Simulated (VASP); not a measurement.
Input of a VASP 6.6.1 run:

The input INCAR:

```
SYSTEM = Si2W
  PREC = Accurate
  ENCUT = 500
  EDIFF = 1E-6
  ISMEAR = 0
  SIGMA = 0.1
  LREAL = .False.
  LASPH = .True.
  NELM = 120
  ALGO = Normal
  ISIF = 2
  LWAVE = .False.
  LCHARG = .False.
  GGA = PE
  NBANDS = 18
  GGA_COMPAT = .False.
```

KPOINTS

```
Automatic mesh
0
Gamma
  18 18 18
  0 0 0
```

POSCAR

```
Si2W
1.0
   -1.6146705770      1.6146705770      3.9339077913
    1.6146705770     -1.6146705770      3.9339077913
    1.6146705770      1.6146705770     -3.9339077913
W Si
1 2
Direct
    0.0000000000      0.0000000000      0.0000000000
    0.3345607826      0.3345607826      0.0000000000
    0.6654392174      0.6654392174      0.0000000000
```

Potentials or basis: VASP PAW PBE potentials, release 64 (W_sv, Si).

The run is started by

```bash
$ cat potpaw_PBE.64/W_sv/POTCAR potpaw_PBE.64/Si/POTCAR > POTCAR
$ mpirun -np 1 vasp_std > vasp.out
```

Task: Estimate the band gap on the k mesh.

Result: Zero (band 11 reaches 12.49 eV, above the bottom of band 12 at 11.24 eV).

Task: What does it give for the pressure?

Result: 0.0 GPa.

Stress tensor (GPa, compression positive):
```
 0.03  0.00  0.00
 0.00  0.03  0.00
 0.00  0.00 -0.06
```

Caveat: spin-orbit coupling is left out, which moves the levels of the heavy elements.
